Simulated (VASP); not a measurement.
# CdS (Pmmn) in VASP: a series of runs, part 2 of 2

VASP 6.6.1. The steps go on from the part before.

**3. Single point, r2SCAN**

Contents of POSCAR:

```
CdS
1.0
    3.9114348000      0.0000000000      0.0000000000
    0.0000000000      5.5298616333      0.0000000000
    0.0000000000      0.0000000000      3.8722420282
Cd S
2 2
Direct
    0.5000000000      0.5000000000      0.2430300000
    0.0000000000      0.0000000000      0.7569700000
    0.5000000000      0.0000000000      0.2551600000
    0.0000000000      0.5000000000      0.7448400000
```

Contents of INCAR.step1:

```
ALGO = Normal
EDIFF = 1E-4
ENCUT = 520
GGA = PE
ISMEAR = -1
LASPH = True
LCHARG = False
LREAL = False
LWAVE = True
NBANDS = 26
NELM = 100
PREC = Accurate
SIGMA = 0.02
```

Contents of INCAR.step2:

```
ALGO = Normal
EDIFF = 1E-6
ENCUT = 520
ISIF = 2
ISMEAR = -1
ISTART = 1
LASPH = True
LCHARG = False
LMIXTAU = True
LREAL = False
LWAVE = False
METAGGA = R2SCAN
NBANDS = 26
NELM = 100
PREC = Accurate
SIGMA = 0.02
```

Contents of KPOINTS:

```
k-points
0
Gamma
  6 4 6
```

Potentials or basis: VASP PAW PBE potentials, release 64 (Cd, S).

Launch:

```sh
$ cat potpaw_PBE.64/Cd/POTCAR potpaw_PBE.64/S/POTCAR > POTCAR
$ cp INCAR.step1 INCAR
$ mpirun -np 1 vasp_std > vasp.out
$ cp INCAR.step2 INCAR
$ mpirun -np 1 vasp_std > vasp.out
```

OUTCAR:

```text
EDIFF = 1E-6
   ENCUT = 520
   ISIF = 2
   ISMEAR = -1
   ISTART = 1
   LASPH = True
   LREAL = False
   METAGGA = R2SCAN
   NELM = 100
   PREC = Accurate

 ion  position               nearest neighbor table
   1  0.500  0.500  0.243-   4 2.75   4 2.75   4 2.76   4 2.76   3 2.77   3 2.77
   2  0.000  0.000  0.757-   3 2.75   3 2.75   3 2.76   3 2.76   4 2.77   4 2.77
   3  0.500  0.000  0.255-   2 2.75   2 2.75   2 2.76   2 2.76   1 2.77   1 2.77
   4  0.000  0.500  0.745-   1 2.75   1 2.75   1 2.76   1 2.76   2 2.77   2 2.77

  LATTYP: Found a simple orthorhombic cell.
 ALAT       =     3.8722420282
 B/A-ratio  =     1.0101214675
 C/A-ratio  =     1.4280774789

  Lattice vectors:

 A1 = (   0.0000000000,   0.0000000000,   3.8722420282)
 A2 = (   3.9114348000,   0.0000000000,   0.0000000000)
 A3 = (   0.0000000000,   5.5298616333,   0.0000000000)

Analysis of symmetry for initial positions (statically):
=====================================================================
 Subroutine PRICEL returns:
 Original cell was already a primitive cell.

 Routine SETGRP: Setting up the symmetry group for a
[... 173 lines left out ...]

 E-fermi :   2.8150     XC(G=0): -10.8332

 val. band max:        2.4648412752   @ k =   0.5000   0.5000   0.0000
 cond. band min:       3.1600986504   @ k =   0.5000   0.0000   0.5000
 fundamental gap:      0.6952573752
 Fermi energy:         2.8149528619

 k-point     1 :       0.0000    0.0000    0.0000
  band No.  band energies     occupation
      1     -10.6762      2.00000
      2      -9.8208      2.00000
      3      -5.5071      2.00000
      4      -5.3731      2.00000
      5      -5.3664      2.00000
      6      -5.3643      2.00000
[... 685 lines left out ...]
     25      11.0218      0.00000
     26      11.0218      0.00000

 [... further k-points ...]

------------------------ aborting loop because EDIFF is reached ----------------------------------------

  FORCE on cell =-STRESS in cart. coord.  units (eV):
  Direction    XX          YY          ZZ          XY          YZ          ZX
  --------------------------------------------------------------------------------------
  -------------------------------------------------------------------------------------
  Total       -1.1932361     -1.2109845     -0.8134223      0.0000000      0.0000000      0.0000000
  in kB      -22.8257009    -23.1652137    -15.5601517      0.0000000      0.0000000      0.0000000
  external PRESSURE =     -20.5170221 kB  Pullay stress =       0.0000000 kB

 VOLUME and BASIS-vectors are now :
 -----------------------------------------------------------------------------
  energy-cutoff  :      520.00
  volume of cell :       83.76
      direct lattice vectors                 reciprocal lattice vectors
     3.911434800  0.000000000  0.000000000     0.255660659  0.000000000  0.000000000
     0.000000000  5.529861633  0.000000000     0.000000000  0.180836351  0.000000000
     0.000000000  0.000000000  3.872242028     0.000000000  0.000000000  0.258248320

 POSITION                                       TOTAL-FORCE (eV/Angst)
 -----------------------------------------------------------------------------------
      1.95572      2.76493      0.94107         0.000000      0.000000      0.022857
      0.00000      0.00000      2.93117         0.000000      0.000000     -0.022857
      1.95572      0.00000      0.98804         0.000000      0.000000     -0.031432
      0.00000      2.76493      2.88420         0.000000      0.000000      0.031432
 -----------------------------------------------------------------------------------
    total drift:                                0.000000      0.000000      0.000000

  FREE ENERGIE OF THE ION-ELECTRON SYSTEM (eV)
  ---------------------------------------------------
  free  energy   TOTEN  =       -59.0303790896 eV

  energy  without entropy=      -59.0303790888  energy(sigma->0) =      -59.03037909
```

OUTCAR.step1:

```text
EDIFF = 1E-4
   ENCUT = 520
   GGA = PE
   ISMEAR = -1
   LASPH = True
   LREAL = False
[... 927 lines left out ...]
      0.00000      0.00000      2.93117         0.000000      0.000000     -0.020843
      1.95572      0.00000      0.98804         0.000000      0.000000     -0.024548
      0.00000      2.76493      2.88420         0.000000      0.000000      0.024548
 -----------------------------------------------------------------------------------
    total drift:                                0.000000      0.000000      0.000000

  FREE ENERGIE OF THE ION-ELECTRON SYSTEM (eV)
  ---------------------------------------------------
  free  energy   TOTEN  =       -11.7471769514 eV

  energy  without entropy=      -11.7471317906  energy(sigma->0) =      -11.74715437
```

OSZICAR.step1:

```text
N       E                     dE             d eps       ncg     rms          rms(c)
DAV:   1     0.251001933546E+03    0.25100E+03   -0.17831E+04  2496   0.131E+03
DAV:   2     0.241149882283E+00   -0.25076E+03   -0.24083E+03  2786   0.328E+02
DAV:   3    -0.128026876829E+02   -0.13044E+02   -0.12903E+02  2984   0.754E+01
DAV:   4    -0.129178028708E+02   -0.11512E+00   -0.11500E+00  2798   0.677E+00
DAV:   5    -0.129191541915E+02   -0.13513E-02   -0.13512E-02  2888   0.748E-01    0.101E+01
DAV:   6    -0.117851181989E+02    0.11340E+01   -0.19586E+00  2878   0.140E+01    0.848E+00
DAV:   7    -0.117507425399E+02    0.34376E-01   -0.59626E-01  2606   0.426E+00    0.440E+00
DAV:   8    -0.117487153951E+02    0.20271E-02   -0.59270E-02  2662   0.248E+00    0.437E-01
DAV:   9    -0.117470906602E+02    0.16247E-02   -0.98097E-03  2740   0.113E+00    0.113E-01
DAV:  10    -0.117471769514E+02   -0.86291E-04   -0.89679E-04  2630   0.260E-01
   1 F= -.11747177E+02 E0= -.11747154E+02  d E =-.451608E-04
```

Wall time 4.6 min (1 thread of Intel Xeon Platinum 8259CL at 2.50GHz (Skylake/Cascade Lake), shared host); peak memory 0.25 GiB.

What came out:

* Free energy: -59.0304 eV
* Pressure: -2.1 GPa
* Largest force: 0.031 eV/Å
* Band gap on the k mesh: 0.70 eV

Forces in eV/Å, atoms in the order of the input:
```
Cd   0.000  0.000  0.023
Cd   0.000  0.000 -0.023
S    0.000  0.000 -0.031
S    0.000  0.000  0.031
```

Stress tensor (GPa, compression positive):
```
-2.28  0.00  0.00
 0.00 -2.32  0.00
 0.00  0.00 -1.56
```

Levels at points of the mesh, in eV from the valence-band top:
```csv
k point,band 16,band 17,band 18,band 19,band 20,band 21
"(0.00, 0.00, 0.00)",-0.77,-0.71,-0.69,0.72,1.40,6.45
"(0.50, 0.00, 0.00)",-2.27,-0.12,-0.12,4.98,4.98,5.97
"(0.00, 0.50, 0.00)",-1.43,-1.33,-1.33,3.42,3.42,7.13
"(0.50, 0.50, 0.00)",-0.04,0.00,0.00,4.07,4.07,6.44
"(0.00, 0.00, 0.50)",-2.25,-0.18,-0.16,4.87,4.90,5.92
"(0.50, 0.00, 0.50)",-2.12,-2.08,-2.08,0.70,0.70,6.42
"(0.00, 0.50, 0.50)",-0.05,-0.04,-0.04,4.01,4.01,6.41
"(0.50, 0.50, 0.50)",-3.17,-2.70,-2.70,3.69,3.69,7.29
```

Caveat: the PAW data sets were made with another functional, which shifts forces and pressure a little. A k mesh can miss the band edges.

**4. Single point, r2SCAN**

Contents of POSCAR:

```
CdS
1.0
    3.9244296000      0.0000000000      0.0000000000
    0.0000000000      5.5482332667      0.0000000000
    0.0000000000      0.0000000000      3.8466404982
Cd S
2 2
Direct
    0.5000000000      0.5000000000      0.2430300000
    0.0000000000      0.0000000000      0.7569700000
    0.5000000000      0.0000000000      0.2551600000
    0.0000000000      0.5000000000      0.7448400000
```

Contents of INCAR.step1:

```
SYSTEM = CdS
PREC = Accurate
ENCUT = 520
ISMEAR = -1
SIGMA = 0.02
LREAL = .False.
LASPH = .True.
NELM = 100
NBANDS = 26
GGA = PE
ALGO = Normal
EDIFF = 1E-4
LWAVE = .True.
LCHARG = .False.
```

Contents of INCAR.step2:

```
SYSTEM = CdS
PREC = Accurate
ENCUT = 520
EDIFF = 1E-7
ISMEAR = -1
SIGMA = 0.02
LREAL = .False.
LASPH = .True.
NELM = 100
ALGO = Normal
ISIF = 2
LWAVE = .False.
LCHARG = .True.
METAGGA = R2SCAN
LMIXTAU = .True.
LELF = .True.
LVHAR = .True.
NBANDS = 26
ISTART = 1
```

Contents of KPOINTS:

```
regular mesh
0
Gamma
  6 4 6
  0 0 0
```

Launch:

```sh
$ cat potpaw_PBE.64/Cd/POTCAR potpaw_PBE.64/S/POTCAR > POTCAR
$ cp INCAR.step1 INCAR
$ mpirun -np 1 vasp_std > vasp.out
$ cp INCAR.step2 INCAR
$ mpirun -np 1 vasp_std > vasp.out
```

Run time: 5.1 min. Hardware: 1 thread of Intel Xeon Platinum 8259CL at 2.50GHz (Skylake/Cascade Lake), shared host; peak memory 0.26 GiB.

Results (log left out):

| Property | Result |
| --- | --- |
| Free energy | -59.0265 eV |
| Pressure | -2.1 GPa |
| Largest force | 0.031 eV/Å |
| Band gap on the k mesh | 0.66 eV |

Forces in eV/Å, atoms in the order of the input:
```
Cd   0.000  0.000  0.023
Cd   0.000  0.000 -0.023
S    0.000  0.000 -0.031
S    0.000  0.000  0.031
```

Stress tensor (GPa, compression positive):
```
-2.54  0.00  0.00
 0.00 -2.55  0.00
 0.00  0.00 -1.07
```

Levels at points of the mesh, in eV from the valence-band top:
```
           k point  band 14  band 15  band 16  band 17  band 18  band 19  band 20  band 21  band 22  band 23
(0.00, 0.00, 0.00)    -2.22    -2.00    -0.85    -0.72    -0.70     0.70     1.36     6.44     9.53     9.62
(0.50, 0.00, 0.00)    -3.92    -2.30    -2.30    -0.12    -0.12     5.03     5.03     5.97     5.97     7.45
(0.00, 0.50, 0.00)    -2.61    -1.51    -1.51    -1.32    -1.32     3.35     3.35     7.08     7.08     7.40
(0.50, 0.50, 0.00)    -4.87    -0.08    -0.08     0.00     0.00     4.07     4.07     6.40     6.40     6.59
(0.00, 0.00, 0.50)    -3.79    -2.27    -2.26    -0.21    -0.19     4.81     4.84     5.87     5.87     7.13
(0.50, 0.00, 0.50)    -4.20    -2.18    -2.18    -2.09    -2.09     0.66     0.66     6.38     6.38    10.49
(0.00, 0.50, 0.50)    -4.78    -0.10    -0.10    -0.08    -0.08     3.95     3.95     6.34     6.34     6.35
(0.50, 0.50, 0.50)    -3.22    -3.21    -3.21    -2.72    -2.72     3.61     3.61     7.23     7.23     8.07
```

Caveat: the PAW data sets were made with another functional, which shifts forces and pressure a little. A k mesh can miss the band edges.

**5. The runs side by side**

| cell | gap on the mesh (eV) | pressure (GPa) | largest force (eV/Å) |
| --- | --- | --- | --- |
| a = 3.898, b = 5.511 Å, 4 atoms | 0.73 | -2.1 | 0.03 |
| a = 3.911, b = 5.530, c = 3.872 Å, 4 atoms | 0.70 | -2.1 | 0.03 |
| a = 3.924, b = 5.548, c = 3.847 Å, 4 atoms | 0.66 | -2.1 | 0.03 |

Alike in all rows: task single point; level r2SCAN; potentials or basis VASP PAW PBE potentials, release 64 (Cd, S); no spin polarisation; k mesh 6 × 4 × 6; cutoff (eV) 520; smearing fermi-dirac 0.02 eV.

Caveats: the PAW data sets were made with another functional, which shifts forces and pressure a little.

Absolute energies hang on the potentials; compare differences alone.
